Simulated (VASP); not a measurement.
# SrTiO3 (P1) in VASP: single point with PBE

Aim: the single point of SrTiO3 with PBE.

Program: VASP 6.6.1. These are calculated values, not measurements. Logs are shortened: lines on timing, memory, paths and dates and some standing lists are left out, and cuts for length are marked.

### Step 1. The cell of the first run

The typed cell holds 5 atoms: a = 3.960 Å, b = 3.982 Å, c = 4.090 Å, α = 85.31°, β = 93.74°, γ = 90.36°.

### Step 2. Single point, PBE (atoms moved at random and the cell strained at random)

Input file INCAR:

```
SYSTEM = SrTiO3
PREC     = Accurate       ! precision mode
ENCUT    = 520            ! plane-wave cutoff, eV
EDIFF    = 1E-7           ! SCF threshold, eV
ISMEAR   = 0              ! smearing method
SIGMA    = 0.05           ! smearing width, eV
LREAL    = .FALSE.        ! projectors in reciprocal space
LASPH    = .TRUE.         ! aspherical terms in the spheres
NELM     = 60             ! most SCF steps
ALGO     = Normal         ! electronic algorithm
ISIF     = 2              ! what is computed and relaxed
LWAVE    = .FALSE.        ! write WAVECAR
LCHARG   = .FALSE.        ! write CHGCAR
GGA      = PE             ! functional
NBANDS   = 28             ! bands
```

Input file KPOINTS:

```
Automatic mesh
0
G
  8 8 8
  0 0 0
```

Input file POSCAR:

```
SrTiO3
1.0
    3.9576658974     -0.0098608369     -0.1312764845
   -0.0098608369      3.9784155759      0.1649388838
   -0.1312764845      0.1649388838      4.0850188115
Sr Ti O
1 1 3
Direct
    0.0085109303      0.0262214775     -0.0143007962
    0.5039548632      0.5077336725      0.5044455634
   -0.0153805520      0.4741103599      0.5014062908
    0.4960351667      0.0024253413      0.5161806343
    0.5068795918      0.4895091488     -0.0077316923
```

Potentials or basis: VASP PAW PBE potentials, release 64 (Sr_sv, Ti_sv, O).

On the command line:

```
$ cat potpaw_PBE.64/Sr_sv/POTCAR potpaw_PBE.64/Ti_sv/POTCAR potpaw_PBE.64/O/POTCAR > POTCAR
$ mpirun -np 1 vasp_std > vasp.out
```

OUTCAR:

```text
SYSTEM = SrTiO3
   PREC = Accurate
   ENCUT = 520
   EDIFF = 1E-7
   ISMEAR = 0
   LREAL = .FALSE.
   LASPH = .TRUE.
   NELM = 60
   ISIF = 2
   GGA = PE

 ion  position               nearest neighbor table
   1  0.009  0.026  0.986-   3 2.55   5 2.69   4 2.71   5 2.72   4 2.80   4 2.82   3 2.88   5 2.91
                             5 2.92   3 2.93   4 3.06   3 3.07   2 3.23   2 3.35   2 3.38   2 3.48
   2  0.504  0.508  0.504-   3 1.91   4 1.97   5 1.99   4 2.01   3 2.06   5 2.10   1 3.23   1 3.35
                             1 3.38   1 3.48   1 3.50   1 3.54   1 3.63   1 3.67
   3  0.985  0.474  0.501-   2 1.91   2 2.06   1 2.55   1 2.88   1 2.93   1 3.07
   4  0.496  0.002  0.516-   2 1.97   2 2.01   1 2.71   1 2.80   1 2.82   1 3.06
   5  0.507  0.490  0.992-   2 1.99   2 2.10   1 2.69   1 2.72   1 2.91   1 2.92

  LATTYP: Found a triclinic cell.
 ALAT       =     3.9818453719
 B/A-ratio  =     1.3738146331
 C/A-ratio  =     1.7510624065
 COS(alpha) =     0.0021186421
 COS(beta)  =     0.6154339964
 COS(gamma) =     0.6667823014

  Lattice vectors:

 A1 = (   0.0098608369,  -3.9784155759,  -0.1649388838)
 A2 = (  -0.1214156476,  -3.8134766921,   3.9200799277)
 A3 = (  -3.8165285760,  -4.1334936228,  -4.1186812108)

Analysis of symmetry for initial positions (statically):
=====================================================================
 Subroutine PRICEL returns:
 Original cell was already a primitive cell.

 Routine SETGRP: Setting up the symmetry group for a
 triclinic supercell.

 Subroutine GETGRP returns: Found  1 space group operations
 (whereof  1 operations were pure point group operations)
 out of a pool of  2 trial point group operations.

The static configuration has the point symmetry C_1 .

Analysis of symmetry for dynamics (positions and initial velocities):
=====================================================================
 Subroutine PRICEL returns:
 Original cell was already a primitive cell.

 Routine SETGRP: Setting up the symmetry group for a
 triclinic supercell.

 Subroutine GETGRP returns: Found  1 space group operations
 (whereof  1 operations were pure point group operations)
 out of a pool of  2 trial point group operations.

The dynamic configuration has the point symmetry C_1 .

 Subroutine INISYM returns: Found  1 space group operations
 (whereof  1 operations are pure point group operations),
 and found     1 'primitive' translations

----------------------------------------------------------------------------------------

                                     Primitive cell

  volume of cell :      64.1434

  direct lattice vectors                    reciprocal lattice vectors
     3.957665897 -0.009860837 -0.131276485     0.252944147  0.000290429  0.008116906
    -0.009860837  3.978415576  0.164938884     0.000290429  0.251778142 -0.010156594
    -0.131276485  0.164938884  4.085018812     0.008116906 -0.010156594  0.245467848

  length of vectors
     3.959854809  3.981845372  4.090454381     0.253074514  0.251983082  0.245811930

  position of ions in fractional coordinates (direct lattice)
     0.008510930  0.026221478  0.985699204
     0.503954863  0.507733673  0.504445563
     0.984619448  0.474110360  0.501406291
     0.496035167  0.002425341  0.516180634
     0.506879592  0.489509149  0.992268308

  ion indices of the primitive-cell ions
   primitive index   ion index
                 1           1
                 2           2
                 3           3
                 4           4
                 5           5

----------------------------------------------------------------------------------------

 KPOINTS: Automatic mesh

Automatic generation of k-mesh.
 Grid dimensions read from file:
 generate k-points for:    8    8    8

 Generating k-lattice:

  Cartesian coordinates                     Fractional coordinates (reciprocal lattice)
     0.031618018  0.000036304  0.001014613     0.125000000  0.000000000  0.000000000
     0.000036304  0.031472268 -0.001269574    -0.000000000  0.125000000  0.000000000
     0.001014613 -0.001269574  0.030683481    -0.000000000  0.000000000  0.125000000

  Length of vectors
     0.031634314  0.031497885  0.030726491

  Shift w.r.t. Gamma in fractional coordinates (k-lattice)
     0.000000000  0.000000000  0.000000000

 Subroutine IBZKPT returns following result:
 ===========================================

 Found    260 irreducible k-points:

 Following reciprocal coordinates:
            Coordinates               Weight
  0.000000  0.000000  0.000000      1.000000
  0.125000 -0.000000  0.000000      2.000000
  0.250000 -0.000000  0.000000      2.000000
  0.375000 -0.000000 -0.000000      2.000000
  0.500000 -0.000000  0.000000      1.000000
  0.000000  0.125000  0.000000      2.000000
[... 16 lines left out ...]
  0.125000  0.375000  0.000000      2.000000
  0.250000  0.375000 -0.000000      2.000000
 [... further k-points ...]
   k-points           NKPTS =    260   k-points in BZ     NKDIM =    260   number of bands    NBANDS=     28
   number of dos      NEDOS =    301   number of ions     NIONS =      5
   total plane-waves  NPLWV =  27000
   dimension x,y,z NGX =    30 NGY =   30 NGZ =   30
   dimension x,y,z NGXF=    60 NGYF=   60 NGZF=   60
   ions per type =               1   1   3
   NGX,Y,Z   is equivalent  to a cutoff of  12.59, 12.53, 12.19 a.u.
   NGXF,Y,Z  is equivalent  to a cutoff of  25.19, 25.05, 24.39 a.u.
 SYSTEM =  SrTiO3
   PREC   = accura    normal or accurate (medium, high low for compatibility)
   ISTART =      0    job   : 0-new  1-cont  2-samecut
   ICHARG =      2    charge: 1-file 2-atom 10-const
   ISPIN  =      1    spin polarized calculation?
   LNONCOLLINEAR =      F non collinear calculations
   LSORBIT =      F    spin-orbit coupling
   LASPH  =      T    aspherical Exc in radial PAW
   ENCUT  =  520.0 eV  38.22 Ry    6.18 a.u.   7.36  7.40  7.61*2*pi/ulx,y,z
   NELM   =     60;   NELMIN=  2; NELMDL= -5     # of ELM steps
   EDIFF  = 0.1E-06   stopping-criterion for ELM
   LREAL  =      F    real-space projection
   EDIFFG = 0.1E-05   stopping-criterion for IOM
   NSW    =      0    number of steps for IOM
   IBRION =     -1    ionic relax: 0-MD 1-quasi-New 2-CG
   NFREE  =      0    steps in history (QN), initial steepest desc. (CG)
   ISIF   =      2    stress and relaxation
   ISYM   =      2    0-nonsym 1-usesym 2-fastsym
   POTIM  = 0.5000    time-step for ionic-motion
   TEBEG  =    0.0;   TEEND  =   0.0 temperature during run
   PSTRESS=    0.0 pullay stress
   NELECT =      40.0000    total number of electrons
   NUPDOWN=      -1.0000    fix difference up-down
   EMIN   =  10.00;   EMAX   =-10.00  energy-range for DOS
   EFERMI =   0.00;   METHOD = LEGACY
   ISMEAR =     0;   SIGMA  =   0.05  broadening in eV -4-tet -1-fermi 0-gaus
   EFERMI_NEDOS =   21; number of points for ismear=-14 and -15
   IALGO  =     38    algorithm
   IMIX   =      4    mixing-type and parameters
     AMIX     =   0.40;   BMIX     =  1.00
     AMIX_MAG =   1.60;   BMIX_MAG =  1.00
  volume/ion in A,a.u.               =      12.83        86.57
  Fermi-wavevector in a.u.,A,eV,Ry     =   1.398656  2.643076 26.616233  1.956238
  Thomas-Fermi vector in A             =   2.521792
   LORBIT       =      0    0 simple, 1 ext, 2 COOP (PROOUT), +10 PAW based schemes
   GGA     = PE    functional components
   LHFCALC =     F    Hartree Fock is set to
   AEXX    =    0.0000 exact exchange contribution
   IVDW    =     0    specifies the selected vdW correction
   LEPSILON=     F    determine dielectric tensor
   LRPA    =     F    only Hartree local field effects (RPA)
 non-spin polarized calculation
 Gauss-broadening in eV      SIGMA  =   0.05
  energy-cutoff  :      520.00
  volume of cell :       64.14
 maximum number of plane-waves:      1756
 NGX is ok and might be reduce to    30
   NGX = 15   NGY = 15   NGZ = 15

 number of electron      40.0000002 magnetization

 Free energy of the ion-electron system (eV)
  ---------------------------------------------------
  ext. energy  EPLUGINS =         0.00000000
  ---------------------------------------------------
  free energy    TOTEN  =       -39.72207420 eV

  energy without entropy =      -39.72207420  energy(sigma->0) =      -39.72207420

 E-fermi :   3.8620     XC(G=0): -10.8685

 val. band max:        3.6574180116   @ k =   0.5000   0.5000   0.5000
 cond. band min:       5.1992401587   @ k =   0.0000   0.0000   0.0000
 fundamental gap:      1.5418221472
 Fermi energy:         3.8619940312

 k-point     1 :       0.0000    0.0000    0.0000
  band No.  band energies     occupation
      1     -53.1783      2.00000
      2     -29.4413      2.00000
      3     -29.3962      2.00000
      4     -29.3786      2.00000
      5     -29.3389      2.00000
      6     -13.6475      2.00000
[... 20 lines left out ...]
     27       9.1149      0.00000
     28       9.2054      0.00000

 k-point     2 :       0.1250   -0.0000    0.0000
  band No.  band energies     occupation
      1     -53.1781      2.00000
      2     -29.4554      2.00000
      3     -29.4056      2.00000
      4     -29.3609      2.00000
      5     -29.3380      2.00000
      6     -13.6327      2.00000
[... 20 lines left out ...]
     27       9.4334      0.00000
     28       9.4931      0.00000

 k-point     3 :       0.2500   -0.0000    0.0000
  band No.  band energies     occupation
      1     -53.1777      2.00000
      2     -29.4860      2.00000
      3     -29.4093      2.00000
      4     -29.3448      2.00000
      5     -29.3315      2.00000
      6     -13.6478      2.00000
[... 616 lines left out ...]
      3     -29.4241      2.00000
      4     -29.3530      2.00000
      5     -29.3176      2.00000
      6     -13.6977      2.00000
[... 20 lines left out ...]
     27      10.7082      0.00000
     28      11.6828      0.00000

 k-point    24 :       0.2500    0.3750   -0.0000
  band No.  band energies     occupation
      1     -53.1767      2.00000
      2     -29.4754      2.00000
      3     -29.4437      2.00000
      4     -29.3548      2.00000
      5     -29.3266      2.00000
      6     -13.5035      2.00000
[... 20 lines left out ...]
     27      11.2052      0.00000
     28      11.5767      0.00000

 [... further k-points ...]

------------------------ aborting loop because EDIFF is reached ----------------------------------------

  FORCE on cell =-STRESS in cart. coord.  units (eV):
  Direction    XX          YY          ZZ          XY          YZ          ZX
  --------------------------------------------------------------------------------------
  -------------------------------------------------------------------------------------
  Total       -1.4299066     -1.8320124     -3.3067316      0.2109254     -3.4782728      2.5141613
  in kB      -35.7162857    -45.7601060    -82.5957216      5.2685049    -86.8804862     62.7988570
  external PRESSURE =     -54.6907044 kB  Pullay stress =       0.0000000 kB

 VOLUME and BASIS-vectors are now :
 -----------------------------------------------------------------------------
  energy-cutoff  :      520.00
  volume of cell :       64.14
      direct lattice vectors                 reciprocal lattice vectors
     3.957665897 -0.009860837 -0.131276485     0.252944147  0.000290429  0.008116906
    -0.009860837  3.978415576  0.164938884     0.000290429  0.251778142 -0.010156594
    -0.131276485  0.164938884  4.085018812     0.008116906 -0.010156594  0.245467848

 POSITION                                       TOTAL-FORCE (eV/Angst)
 -----------------------------------------------------------------------------------
     -0.09597      0.26682      4.02981        -0.029577     -0.246684      0.276534
      1.92326      2.09821      2.07826         0.211449      0.173347      0.249043
      3.82630      1.95920      1.99720         0.434028      0.565995     -0.236825
      1.89536      0.08990      2.04389        -0.293451     -0.661321     -0.384122
      1.87097      2.10614      4.06763        -0.322448      0.168664      0.095371
 -----------------------------------------------------------------------------------
    total drift:                                0.000480      0.000830     -0.000554

  FREE ENERGIE OF THE ION-ELECTRON SYSTEM (eV)
  ---------------------------------------------------
  free  energy   TOTEN  =       -39.7220741982 eV

  energy  without entropy=      -39.7220741982  energy(sigma->0) =      -39.72207420
```

Run time: 6.4 min. Hardware: 1 thread of Intel Xeon 6975P-C, shared host; peak memory 0.53 GiB.

Results:

```
Free energy            : -39.7221 eV
Pressure               : -5.5 GPa
Largest force          : 0.819 eV/Å
Band gap on the k mesh : 1.54 eV, indirect (least direct gap 1.76 eV)
```

Forces in eV/Å, atoms in the order of the input:
```
Sr  -0.030 -0.247  0.277
Ti   0.211  0.173  0.249
O    0.434  0.566 -0.237
O   -0.293 -0.661 -0.384
O   -0.322  0.169  0.095
```

Stress tensor (GPa, compression positive):
```
-3.57  0.53  6.28
 0.53 -4.58 -8.69
 6.28 -8.69 -8.26
```

Caveat: the cell differs from its parent crystal (atoms moved at random and the cell strained at random).
